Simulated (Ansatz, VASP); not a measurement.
**Two plane-wave programs on WS2**

```
W S
1.0
     3.15421    0.00000    0.00000
    -1.57710    2.73162    0.00000
     0.00000    0.00000   12.13991
W S
2 4
Direct
  0.33333 0.66667 0.25000
  0.66667 0.33333 0.75000
  0.33333 0.66667 0.60793
  0.66667 0.33333 0.12029
  0.33333 0.66667 0.87971
  0.66667 0.33333 0.37971
```

Alike in both runs: task single point; functional PBE; dispersion D3(BJ); k mesh 12 × 12 × 4; occupations gaussian, width 0.05 eV; no spin polarisation.

|  | VASP | Ansatz |
| --- | --- | --- |
| version | VASP 6.6.1 | Ansatz 0.2.0 |
| potentials or method | VASP PAW PBE potentials, release 64 (W_sv, S), cutoff 520 eV | scalar-relativistic, plane waves, PAW |
| valence electrons in the cell | 52 | 52 |

```tsv
	VASP	Ansatz	Ansatz less VASP
gap on the k mesh at the Fermi level (eV)	0.81	0.79	-0.017
least direct gap on the mesh (eV)	1.77	1.76	-0.006
pressure (GPa)	-3.4	-3.4	+0.04
traceless stress, the component that is largest in VASP (GPa)	-2.74	-2.74	-0.003
rms of the force components (eV/Å)	0.733	0.734	+0.0002
```

Atom by atom the forces differ by 0.001 eV/Å (rms over components).

Neither program's run includes spin-orbit coupling.
